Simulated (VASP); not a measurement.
# Ir (Fd-3m) in VASP: a series of runs

The runs below take Ir through single point, relaxation of cell and atoms, with PBE.

Everything below comes from runs of VASP 6.6.1. Logs are shortened: lines on timing, memory, paths and dates and some standing lists are left out, and cuts for length are marked.

### 1 The cell of the first run

The structure is cubic, space group Fd-3m (No. 227). The conventional cell has a = 5.567 Å, b = 5.567 Å, c = 5.567 Å, α = 90.00°, β = 90.00°, γ = 90.00°. Within 3.2 Å of Ir (site symmetry -43m) lie 4 Ir at 2.41 Å.

### 2 Single point, PBE

Contents of INCAR:

```
SYSTEM = Ir
PREC = Accurate
ENCUT = 520
EDIFF = 1E-7
ISMEAR = 0
SIGMA = 0.1
LREAL = .FALSE.
LASPH = .TRUE.
NELM = 100
ALGO = Normal
ISIF = 2
LWAVE = .FALSE.
LCHARG = .FALSE.
GGA = PE
NBANDS = 16
```

Contents of KPOINTS:

```
Automatic mesh
0
G
  14 14 14
  0 0 0
```

Contents of POSCAR:

```
Ir
1.0
    0.0000000000      2.7832534918      2.7832534918
    2.7832534918      0.0000000000      2.7832534918
    2.7832534918      2.7832534918      0.0000000000
Ir
2
Direct
    1.0000000000      1.0000000000      1.0000000000
    0.2500000000      0.2500000000      0.2500000000
```

Potentials or basis: VASP PAW PBE potentials, release 64 (Ir).

Run with:

```
$ cat potpaw_PBE.64/Ir/POTCAR > POTCAR
$ mpirun -np 1 vasp_std > vasp.out
```

OUTCAR:

```text
SYSTEM = Ir
   PREC = Accurate
   ENCUT = 520
   EDIFF = 1E-7
   ISMEAR = 0
   LREAL = .FALSE.
   LASPH = .TRUE.
   NELM = 100
   ISIF = 2
   GGA = PE

 ion  position               nearest neighbor table
   1  0.000  0.000  0.000-   2 2.41   2 2.41   2 2.41   2 2.41
   2  0.250  0.250  0.250-   1 2.41   1 2.41   1 2.41   1 2.41

  LATTYP: Found a face centered cubic cell.
 ALAT       =     5.5665069836

  Lattice vectors:

 A1 = (   0.0000000000,   2.7832534918,   2.7832534918)
 A2 = (   2.7832534918,   0.0000000000,   2.7832534918)
 A3 = (   2.7832534918,   2.7832534918,   0.0000000000)

Analysis of symmetry for initial positions (statically):
=====================================================================
 Subroutine PRICEL returns:
 Original cell was already a primitive cell.

 Routine SETGRP: Setting up the symmetry group for a
 face centered cubic supercell.

 Subroutine GETGRP returns: Found 48 space group operations
 (whereof 24 operations were pure point group operations)
 out of a pool of 48 trial point group operations.

The static configuration has the point symmetry T_d .
 The point group associated with its full space group is O_h .

Analysis of symmetry for dynamics (positions and initial velocities):
=====================================================================
 Subroutine PRICEL returns:
 Original cell was already a primitive cell.

 Routine SETGRP: Setting up the symmetry group for a
 face centered cubic supercell.

 Subroutine GETGRP returns: Found 48 space group operations
 (whereof 24 operations were pure point group operations)
 out of a pool of 48 trial point group operations.

The dynamic configuration has the point symmetry T_d .
 The point group associated with its full space group is O_h .

 Subroutine INISYM returns: Found 48 space group operations
 (whereof 24 operations are pure point group operations),
 and found     1 'primitive' translations

----------------------------------------------------------------------------------------

                                     Primitive cell

  volume of cell :      43.1209

  direct lattice vectors                    reciprocal lattice vectors
     0.000000000  2.783253492  2.783253492    -0.179645872  0.179645872  0.179645872
     2.783253492  0.000000000  2.783253492     0.179645872 -0.179645872  0.179645872
     2.783253492  2.783253492  0.000000000     0.179645872  0.179645872 -0.179645872

  length of vectors
[... 76 lines left out ...]
   ISPIN  =      1    spin polarized calculation?
   LNONCOLLINEAR =      F non collinear calculations
   LSORBIT =      F    spin-orbit coupling
   LASPH  =      T    aspherical Exc in radial PAW
   ENCUT  =  520.0 eV  38.22 Ry    6.18 a.u.   7.32  7.32  7.32*2*pi/ulx,y,z
   NELM   =    100;   NELMIN=  2; NELMDL= -5     # of ELM steps
   EDIFF  = 0.1E-06   stopping-criterion for ELM
   LREAL  =      F    real-space projection
   EDIFFG = 0.1E-05   stopping-criterion for IOM
   NSW    =      0    number of steps for IOM
   IBRION =     -1    ionic relax: 0-MD 1-quasi-New 2-CG
   NFREE  =      0    steps in history (QN), initial steepest desc. (CG)
   ISIF   =      2    stress and relaxation
   ISYM   =      2    0-nonsym 1-usesym 2-fastsym
   POTIM  = 0.5000    time-step for ionic-motion
   TEBEG  =    0.0;   TEEND  =   0.0 temperature during run
   PSTRESS=    0.0 pullay stress
   NELECT =      18.0000    total number of electrons
   NUPDOWN=      -1.0000    fix difference up-down
   EMIN   =  10.00;   EMAX   =-10.00  energy-range for DOS
   EFERMI =   0.00;   METHOD = LEGACY
   ISMEAR =     0;   SIGMA  =   0.10  broadening in eV -4-tet -1-fermi 0-gaus
   EFERMI_NEDOS =   21; number of points for ismear=-14 and -15
   IALGO  =     38    algorithm
   IMIX   =      4    mixing-type and parameters
     AMIX     =   0.40;   BMIX     =  1.00
     AMIX_MAG =   1.60;   BMIX_MAG =  1.00
  volume/ion in A,a.u.               =      21.56       145.50
  Fermi-wavevector in a.u.,A,eV,Ry     =   1.223497  2.312074 20.367172  1.496945
  Thomas-Fermi vector in A             =   2.358606
   LORBIT       =      0    0 simple, 1 ext, 2 COOP (PROOUT), +10 PAW based schemes
   GGA     = PE    functional components
   LHFCALC =     F    Hartree Fock is set to
   AEXX    =    0.0000 exact exchange contribution
   IVDW    =     0    specifies the selected vdW correction
   LEPSILON=     F    determine dielectric tensor
   LRPA    =     F    only Hartree local field effects (RPA)
 non-spin polarized calculation
 Gauss-broadening in eV      SIGMA  =   0.10
  energy-cutoff  :      520.00
  volume of cell :       43.12
 maximum number of plane-waves:      1211
 NGX is ok and might be reduce to    30
   NGX = 15   NGY = 15   NGZ = 15

 number of electron      17.9999998 magnetization

 Free energy of the ion-electron system (eV)
  ---------------------------------------------------
  ext. energy  EPLUGINS =         0.00000000
  ---------------------------------------------------
  free energy    TOTEN  =       -15.70912273 eV

  energy without entropy =      -15.69696306  energy(sigma->0) =      -15.70304289

 E-fermi :   5.1866     XC(G=0): -11.1671

 val. band max:        5.1788575652   @ k =   0.2143   0.2143   0.0000
 cond. band min:       5.1964085788   @ k =   0.5000   0.3571   0.0714
 fundamental gap:      0.0175510136
 Fermi energy:         5.1866087037

 k-point     1 :       0.0000    0.0000    0.0000
  band No.  band energies     occupation
      1      -2.7806      2.00000
      2       0.1528      2.00000
      3       0.1528      2.00000
      4       0.5380      2.00000
      5       0.5380      2.00000
      6       0.5380      2.00000
[... 433 lines left out ...]
      3       0.3680      2.00000
      4       0.4174      2.00000
      5       0.7371      2.00000
      6       1.4154      2.00000
[... 8 lines left out ...]
     15      15.1521      0.00000
     16      17.2682      0.00000

 [... further k-points ...]
[... 5 lines left out ...]
  --------------------------------------------------------------------------------------
  -------------------------------------------------------------------------------------
  Total       -0.0864520     -0.0864520     -0.0864520      0.0000000      0.0000000      0.0000000
  in kB       -3.2121609     -3.2121609     -3.2121609      0.0000000      0.0000000      0.0000000
  external PRESSURE =      -3.2121609 kB  Pullay stress =       0.0000000 kB

 VOLUME and BASIS-vectors are now :
 -----------------------------------------------------------------------------
  energy-cutoff  :      520.00
  volume of cell :       43.12
      direct lattice vectors                 reciprocal lattice vectors
     0.000000000  2.783253492  2.783253492    -0.179645872  0.179645872  0.179645872
     2.783253492  0.000000000  2.783253492     0.179645872 -0.179645872  0.179645872
     2.783253492  2.783253492  0.000000000     0.179645872  0.179645872 -0.179645872

 POSITION                                       TOTAL-FORCE (eV/Angst)
 -----------------------------------------------------------------------------------
      0.00000      0.00000      0.00000         0.000000      0.000000     -0.000000
      1.39163      1.39163      1.39163        -0.000000     -0.000000      0.000000
 -----------------------------------------------------------------------------------
    total drift:                                0.000000     -0.000000      0.000000

  FREE ENERGIE OF THE ION-ELECTRON SYSTEM (eV)
  ---------------------------------------------------
  free  energy   TOTEN  =       -15.7091227292 eV

  energy  without entropy=      -15.6969630561  energy(sigma->0) =      -15.70304289
```

It took 57 s on 1 thread of Intel Xeon 6975P-C, shared host; peak memory 0.21 GiB.

What came out:

```yaml
Free_energy: -15.7091 eV
Pressure: -0.3 GPa
Band_gap_on_the_k_mesh: zero (band 9 reaches 6.19 eV, above the bottom of band 10 at 4.64 eV)
```

Caveat: spin-orbit coupling is left out, which moves the levels of the heavy elements.

### 3 Relaxation of cell and atoms, PBE

Contents of INCAR:

```
SYSTEM = Ir
ALGO = Normal
EDIFF = 1E-6
EDIFFG = -0.02
ENCUT = 600
GGA = PE
IBRION = 2
ISIF = 3
ISMEAR = 0
LASPH = .True.
LCHARG = .False.
LREAL = .False.
LWAVE = .False.
NELM = 100
NSW = 80
PREC = Accurate
SIGMA = 0.1
```

Contents of KPOINTS:

```
k-points
0
Gamma
  14 14 14
  0 0 0
```

POSCAR is that of step 2.

Potentials or basis: VASP PAW PBE potentials, release 64 (Ir).

Run with:

```
$ cat potpaw_PBE.64/Ir/POTCAR > POTCAR
$ mpirun -np 1 vasp_std > vasp.out
```

Wall time 73 s (1 thread of Intel Xeon 6975P-C, shared host); peak memory 0.23 GiB.

Results (log left out):

```yaml
Free_energy: -15.7092 eV
Relaxed_volume: 21.53 Å³/atom
Relaxed_cell: a = 3.934 Å, b = 3.934 Å, c = 3.934 Å, α = 60.00°, β = 60.00°, γ = 60.00°
Space_group_after_relaxing_to_0.05_Å: Fd-3m (No. 227)
Energy_gained_by_relaxing: 0.0 meV/atom
Ionic_steps: 3
Pressure_after_relaxing: 0.0 GPa
Band_gap_on_the_k_mesh: zero (band 9 reaches 6.21 eV, above the bottom of band 10 at 4.66 eV)
```

Final structure:
```xyz
2
Lattice="0.0000 2.7818 2.7818 2.7818 0.0000 2.7818 2.7818 2.7818 0.0000" Properties=species:S:1:pos:R:3 pbc="T T T"
Ir    0.0000    0.0000    0.0000
Ir    1.3909    1.3909    1.3909
```

Levels at points of the mesh, in eV from the Fermi level:
```
           k point  band 7  band 8  band 9  band 10  band 11  band 12
(0.00, 0.00, 0.00)   -1.74   -1.74   -1.74     0.78     0.78    10.87
(0.50, 0.00, 0.00)   -1.92   -1.01   -1.01     0.24     0.24     1.44
(0.50, 0.50, 0.00)   -2.46   -2.46    0.57     0.57     1.96     1.96
```

Caveat: spin-orbit coupling is left out, which moves the levels of the heavy elements.
